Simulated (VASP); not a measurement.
# Re (P6_3/mmc) in VASP: notebook, part 2 of 2

VASP 6.6.1. The steps go on from the part before.

### Step 4. Single point, r2SCAN

This run uses another cell than the first one, of 14.69 Å³/atom, 1.026 times its volume.

Input file POSCAR:

```
Re
1.0
    2.7589520127      0.0000000000      0.0000000000
   -1.3794760063      2.3893225308      0.0000000000
    0.0000000000      0.0000000000      4.4569830577
Re
2
Direct
    0.3333333333      0.6666666667      0.2500000000
    0.6666666667      0.3333333333      0.7500000000
```

Input file INCAR.step1:

```
SYSTEM = Re
  PREC = Accurate
  ENCUT = 520
  ISMEAR = 1
  SIGMA = 0.1
  LREAL = .FALSE.
  LASPH = .TRUE.
  NELM = 60
  NBANDS = 14
  GGA = PE
  ALGO = Normal
  EDIFF = 1E-4
  LWAVE = .TRUE.
  LCHARG = .FALSE.
```

Input file INCAR.step2:

```
SYSTEM = Re
  PREC = Accurate
  ENCUT = 520
  EDIFF = 1E-7
  ISMEAR = 1
  SIGMA = 0.1
  LREAL = .FALSE.
  LASPH = .TRUE.
  NELM = 60
  ALGO = Normal
  ISIF = 2
  LWAVE = .FALSE.
  LCHARG = .FALSE.
  METAGGA = R2SCAN
  LMIXTAU = .TRUE.
  NBANDS = 14
  ISTART = 1
```

Input file KPOINTS:

```
regular mesh
0
G
  13 13 7
  0 0 0
```

Potentials or basis: VASP PAW PBE potentials, release 64 (Re).

On the command line:

```sh
$ cat potpaw_PBE.64/Re/POTCAR > POTCAR
$ cp INCAR.step1 INCAR
$ mpirun -np 1 vasp_std > vasp.out
$ cp INCAR.step2 INCAR
$ mpirun -np 1 vasp_std > vasp.out
```

OUTCAR:

```text
SYSTEM = Re
   PREC = Accurate
   ENCUT = 520
   EDIFF = 1E-7
   ISMEAR = 1
   LREAL = .FALSE.
   LASPH = .TRUE.
   NELM = 60
   ISIF = 2
   METAGGA = R2SCAN
   ISTART = 1

 ion  position               nearest neighbor table
   1  0.333  0.667  0.250-   2 2.74   2 2.74   2 2.74   2 2.74   2 2.74   2 2.74
   2  0.667  0.333  0.750-   1 2.74   1 2.74   1 2.74   1 2.74   1 2.74   1 2.74

  LATTYP: Found a hexagonal cell.
 ALAT       =     2.7589520127
 C/A-ratio  =     1.6154623340

  Lattice vectors:

 A1 = (   2.7589520127,   0.0000000000,   0.0000000000)
 A2 = (  -1.3794760063,   2.3893225308,   0.0000000000)
 A3 = (   0.0000000000,   0.0000000000,   4.4569830577)

Analysis of symmetry for initial positions (statically):
=====================================================================
 Subroutine PRICEL returns:
 Original cell was already a primitive cell.

 Routine SETGRP: Setting up the symmetry group for a
 hexagonal supercell.

 Subroutine GETGRP returns: Found 24 space group operations
 (whereof 12 operations were pure point group operations)
 out of a pool of 24 trial point group operations.

The static configuration has the point symmetry D_3d.
 The point group associated with its full space group is D_6h.

Analysis of symmetry for dynamics (positions and initial velocities):
=====================================================================
 Subroutine PRICEL returns:
 Original cell was already a primitive cell.

 Routine SETGRP: Setting up the symmetry group for a
 hexagonal supercell.

 Subroutine GETGRP returns: Found 24 space group operations
 (whereof 12 operations were pure point group operations)
 out of a pool of 24 trial point group operations.

The dynamic configuration has the point symmetry D_3d.
 The point group associated with its full space group is D_6h.

 Subroutine INISYM returns: Found 24 space group operations
 (whereof 12 operations are pure point group operations),
 and found     1 'primitive' translations

----------------------------------------------------------------------------------------

                                     Primitive cell

  volume of cell :      29.3805

  direct lattice vectors                    reciprocal lattice vectors
     2.758952013  0.000000000  0.000000000     0.362456467  0.209264339  0.000000000
    -1.379476006  2.389322531  0.000000000     0.000000000  0.418528678  0.000000000
     0.000000000  0.000000000  4.456983058     0.000000000  0.000000000  0.224367018

  length of vectors
     2.758952013  2.758952013  4.456983058     0.418528678  0.418528678  0.224367018

  position of ions in fractional coordinates (direct lattice)
     0.333333333  0.666666667  0.250000000
     0.666666667  0.333333333  0.750000000

  ion indices of the primitive-cell ions
   primitive index   ion index
                 1           1
                 2           2

----------------------------------------------------------------------------------------

 KPOINTS: regular mesh

Automatic generation of k-mesh.
 Grid dimensions read from file:
 generate k-points for:   13   13    7

 Generating k-lattice:

  Cartesian coordinates                     Fractional coordinates (reciprocal lattice)
     0.027881267  0.016097257  0.000000000     0.076923077  0.000000000  0.000000000
     0.000000000  0.032194514  0.000000000     0.000000000  0.076923077  0.000000000
     0.000000000  0.000000000  0.032052431     0.000000000  0.000000000  0.142857143

  Length of vectors
     0.032194514  0.032194514  0.032052431

  Shift w.r.t. Gamma in fractional coordinates (k-lattice)
     0.000000000  0.000000000  0.000000000

 Subroutine IBZKPT returns following result:
 ===========================================

 Found     84 irreducible k-points:

 Following reciprocal coordinates:
            Coordinates               Weight
  0.000000  0.000000  0.000000      1.000000
  0.076923  0.000000  0.000000      6.000000
  0.153846  0.000000  0.000000      6.000000
  0.230769  0.000000  0.000000      6.000000
  0.307692  0.000000  0.000000      6.000000
  0.384615 -0.000000  0.000000      6.000000
[... 16 lines left out ...]
  0.076923  0.000000  0.142857     12.000000
  0.153846  0.000000  0.142857     12.000000
 [... further k-points ...]
   k-points           NKPTS =     84   k-points in BZ     NKDIM =     84   number of bands    NBANDS=     14
   number of dos      NEDOS =    301   number of ions     NIONS =      2
   total plane-waves  NPLWV =  20736
   dimension x,y,z NGX =    24 NGY =   24 NGZ =   36
   dimension x,y,z NGXF=    48 NGYF=   48 NGZF=   72
   ions per type =               2
   NGX,Y,Z   is equivalent  to a cutoff of  14.46, 14.46, 13.43 a.u.
   NGXF,Y,Z  is equivalent  to a cutoff of  28.92, 28.92, 26.86 a.u.
 SYSTEM =  Re
   PREC   = accura    normal or accurate (medium, high low for compatibility)
   ISTART =      1    job   : 0-new  1-cont  2-samecut
   ICHARG =      0    charge: 1-file 2-atom 10-const
   ISPIN  =      1    spin polarized calculation?
   LNONCOLLINEAR =      F non collinear calculations
   LSORBIT =      F    spin-orbit coupling
   LASPH  =      T    aspherical Exc in radial PAW
   ENCUT  =  520.0 eV  38.22 Ry    6.18 a.u.   5.13  5.13  8.29*2*pi/ulx,y,z
   NELM   =     60;   NELMIN=  2; NELMDL=  0     # of ELM steps
   EDIFF  = 0.1E-06   stopping-criterion for ELM
   LREAL  =      F    real-space projection
   EDIFFG = 0.1E-05   stopping-criterion for IOM
   NSW    =      0    number of steps for IOM
   IBRION =     -1    ionic relax: 0-MD 1-quasi-New 2-CG
   NFREE  =      0    steps in history (QN), initial steepest desc. (CG)
   ISIF   =      2    stress and relaxation
   ISYM   =      2    0-nonsym 1-usesym 2-fastsym
   POTIM  = 0.5000    time-step for ionic-motion
   TEBEG  =    0.0;   TEEND  =   0.0 temperature during run
   PSTRESS=    0.0 pullay stress
   NELECT =      14.0000    total number of electrons
   NUPDOWN=      -1.0000    fix difference up-down
   EMIN   =  10.00;   EMAX   =-10.00  energy-range for DOS
   EFERMI =   0.00;   METHOD = LEGACY
   ISMEAR =     1;   SIGMA  =   0.10  broadening in eV -4-tet -1-fermi 0-gaus
   EFERMI_NEDOS =   21; number of points for ismear=-14 and -15
   IALGO  =     38    algorithm
   IMIX   =      4    mixing-type and parameters
     AMIX     =   0.40;   BMIX     =  1.00
     AMIX_MAG =   1.60;   BMIX_MAG =  1.00
  volume/ion in A,a.u.               =      14.69        99.13
  Fermi-wavevector in a.u.,A,eV,Ry     =   1.278687  2.416368 22.246071  1.635040
  Thomas-Fermi vector in A             =   2.411215
   LORBIT       =      0    0 simple, 1 ext, 2 COOP (PROOUT), +10 PAW based schemes
   METAGGA = R2SCAN    functional components
   LHFCALC =     F    Hartree Fock is set to
   AEXX    =    0.0000 exact exchange contribution
   IVDW    =     0    specifies the selected vdW correction
   LEPSILON=     F    determine dielectric tensor
   LRPA    =     F    only Hartree local field effects (RPA)
 non-spin polarized calculation
 Methfessel and Paxton  Order N= 1 SIGMA  =   0.10
  energy-cutoff  :      520.00
  volume of cell :       29.38
 maximum number of plane-waves:       808
 NGX is ok and might be reduce to    24
   NGX = 11   NGY = 11   NGZ = 17

 number of electron      14.0000000 magnetization

 Free energy of the ion-electron system (eV)
  ---------------------------------------------------
  ext. energy  EPLUGINS =         0.00000000
  ---------------------------------------------------
  free energy    TOTEN  =      -104.89963796 eV

  energy without entropy =     -104.89968427  energy(sigma->0) =     -104.89965340

 E-fermi :   7.6624     XC(G=0): -14.9979

 val. band max:        7.6616416208   @ k =   0.1538   0.0769   0.2857
 cond. band min:       7.6909368095   @ k =   0.3846   0.1538   0.2857
 fundamental gap:      0.0292951887
 Fermi energy:         7.6623726607

 k-point     1 :       0.0000    0.0000    0.0000
  band No.  band energies     occupation
      1      -2.6505      2.00000
      2       0.7625      2.00000
      3       6.0605      2.00000
      4       6.0787      2.00000
      5       6.0787      2.00000
      6       6.9437      2.00000
      7       6.9437      2.00000
      8       7.9286     -0.00109
      9       7.9286     -0.00109
     10       8.2561     -0.00000
     11      11.2353      0.00000
     12      11.2353      0.00000
     13      18.2818      0.00000
     14      22.5293      0.00000
[... 377 lines left out ...]
      1      -1.4490      2.00000
      2       1.6506      2.00000
      3       4.9328      2.00000
      4       5.2706      2.00000
      5       6.1236      2.00000
      6       6.6671      2.00000
      7       6.9429      2.00000
      8       7.5129      2.05576
      9       7.9736     -0.00010
     10       8.1250     -0.00000
     11      11.5721      0.00000
     12      13.4337      0.00000
     13      19.2498      0.00000
     14      23.9860      0.00000

 [... further k-points ...]
[... 5 lines left out ...]
  --------------------------------------------------------------------------------------
  -------------------------------------------------------------------------------------
  Total        0.0412929      0.0412929     -0.0278594      0.0000000      0.0000000     -0.0000000
  in kB        2.2517821      2.2517821     -1.5192259      0.0000000      0.0000000     -0.0000000
  external PRESSURE =       0.9947794 kB  Pullay stress =       0.0000000 kB

 VOLUME and BASIS-vectors are now :
 -----------------------------------------------------------------------------
  energy-cutoff  :      520.00
  volume of cell :       29.38
      direct lattice vectors                 reciprocal lattice vectors
     2.758952013  0.000000000  0.000000000     0.362456467  0.209264339  0.000000000
    -1.379476006  2.389322531  0.000000000     0.000000000  0.418528678  0.000000000
     0.000000000  0.000000000  4.456983058     0.000000000  0.000000000  0.224367018

 POSITION                                       TOTAL-FORCE (eV/Angst)
 -----------------------------------------------------------------------------------
     -0.00000      1.59288      1.11425         0.000000      0.000000      0.000000
      1.37948      0.79644      3.34274         0.000000     -0.000000      0.000000
 -----------------------------------------------------------------------------------
    total drift:                               -0.000000      0.000000     -0.000000

  FREE ENERGIE OF THE ION-ELECTRON SYSTEM (eV)
  ---------------------------------------------------
  free  energy   TOTEN  =      -104.8996379626 eV

  energy  without entropy=     -104.8996842699  energy(sigma->0) =     -104.89965340
```

It took 68 s on 1 thread of Intel Xeon 6975P-C (Granite Rapids), shared host; peak memory 0.18 GiB.

What came out:

```yaml
Free_energy: -104.8996 eV
Pressure: 0.1 GPa
Band_gap_on_the_k_mesh: zero (band 7 reaches 8.88 eV, above the bottom of band 8 at 6.08 eV)
```

Stress tensor (GPa, compression positive):
```
 0.23  0.00  0.00
 0.00  0.23  0.00
 0.00  0.00 -0.15
```

Caveat: the PAW data sets were made with another functional, which shifts forces and pressure a little; spin-orbit coupling is left out, which moves the levels of the heavy elements.

### Step 5. Relaxation of cell and atoms, LDA

This run uses another cell than the first one, of 14.71 Å³/atom, 1.027 times its volume.

Input file INCAR:

```
PREC = Accurate
ENCUT = 600
EDIFF = 1E-6
ISMEAR = 1
SIGMA = 0.1
LREAL = False
LASPH = True
NELM = 100
ALGO = Normal
ISIF = 3
LWAVE = False
LCHARG = False
IBRION = 2
NSW = 80
EDIFFG = -0.01
```

Input file KPOINTS:

```
regular mesh
0
Gamma
  13 13 7
```

Input file POSCAR:

```
Re
1.0
    2.7608000000      0.0000000000      0.0000000000
   -1.3804000000      2.3909200000      0.0000000000
    0.0000000000      0.0000000000      4.4582000000
Re
2
Direct
    0.3333333333      0.6666666667      0.2500000000
    0.6666666667      0.3333333333      0.7500000000
```

Potentials or basis: VASP PAW LDA potentials, release 64 (Re).

On the command line:

```sh
$ cat potpaw_LDA.64/Re/POTCAR > POTCAR
$ mpirun -np 1 vasp_std > vasp.out
```

It took 51 s on 1 thread of Intel Xeon 6975P-C (Granite Rapids), shared host; peak memory 0.17 GiB.

It converged, with:

```yaml
Free_energy: -27.5331 eV
Relaxed_volume: 14.38 Å³/atom
Relaxed_cell: a = 2.743 Å, b = 2.743 Å, c = 4.415 Å, α = 90.00°, β = 90.00°, γ = 120.00°
Space_group_after_relaxing_to_0.05_Å: P6_3/mmc (No. 194)
Energy_gained_by_relaxing: 9.6 meV/atom
Ionic_steps: 9
Pressure_after_relaxing: 0.0 GPa
Band_gap_on_the_k_mesh: zero (band 7 reaches 9.50 eV, above the bottom of band 8 at 6.46 eV)
```

The path:
| step | energy change (eV) | largest force (eV/Å) | pressure (GPa) | volume (Å³) |
| --- | --- | --- | --- | --- |
| 1 | 0.0000 | 0.0000 | -8.95 | 29.43 |
| 2 | 0.3736 | 0.0000 | 50.76 | 26.06 |
| 3 | -0.0191 | 0.0000 | -0.40 | 28.79 |
| 4 | -0.0192 | 0.0000 | -0.04 | 28.77 |
| 5 | -0.0192 | 0.0000 | 0.15 | 28.75 |
| 6 | -0.0192 | 0.0000 | 0.09 | 28.76 |
| 7 | -0.0193 | 0.0000 | 0.12 | 28.76 |
| 8 | -0.0192 | 0.0000 | -0.36 | 28.79 |
| 9 | -0.0193 | 0.0000 | -0.01 | 28.76 |

Final structure:
```
CELL_PARAMETERS angstrom
2.74282 0.00000 0.00000
-1.37141 2.37535 0.00000
0.00000 0.00000 4.41509
ATOMIC_POSITIONS crystal
Re 0.33333 0.66667 0.25000
Re 0.66667 0.33333 0.75000
```

Levels at points of the mesh, in eV from the Fermi level:
```csv
k point,band 4,band 5,band 6,band 7,band 8,band 9,band 10,band 11
"(0.00, 0.00, 0.00)",-1.64,-1.59,-0.76,-0.76,0.16,0.16,0.86,3.48
```

Caveat: spin-orbit coupling is left out, which moves the levels of the heavy elements. LDA usually gives volumes a few per cent too small.

### Step 6. The runs side by side

```tsv
task	level	potentials or basis	cell	cutoff (eV)	gap on the mesh (eV)	pressure (GPa)
single point	LDA	VASP PAW LDA potentials, release 64 (Re)	a = 2.738, b = 2.738, c = 4.411 Å, angles 90.0, 90.0, 120.0°, 2 atoms	520	none	1.6
single point	r2SCAN+D4	VASP PAW PBE potentials, release 64 (Re)	a = 2.754, b = 2.754, c = 4.449 Å, angles 90.0, 90.0, 120.0°, 2 atoms	520	none	0.1
single point	r2SCAN	VASP PAW PBE potentials, release 64 (Re)	a = 2.759, b = 2.759, c = 4.457 Å, angles 90.0, 90.0, 120.0°, 2 atoms	520	none	0.1
relaxation of cell and atoms	LDA	VASP PAW LDA potentials, release 64 (Re)	relaxed from a = 2.761, b = 2.761, c = 4.458 Å, angles 90.0, 90.0, 120.0°, 2 atoms	600	none	0.0
```

Alike in all rows: no spin polarisation; k mesh 13 × 13 × 7; smearing methfessel-paxton 0.1 eV.

Caveats: spin-orbit coupling is left out, which moves the levels of the heavy elements; the PAW data sets were made with another functional, which shifts forces and pressure a little (some runs); pairwise dispersion overbinds metals, which lowers pressure and volume (some runs).

Total energies depend on the potentials used, so only differences within one code and one set of settings carry meaning.
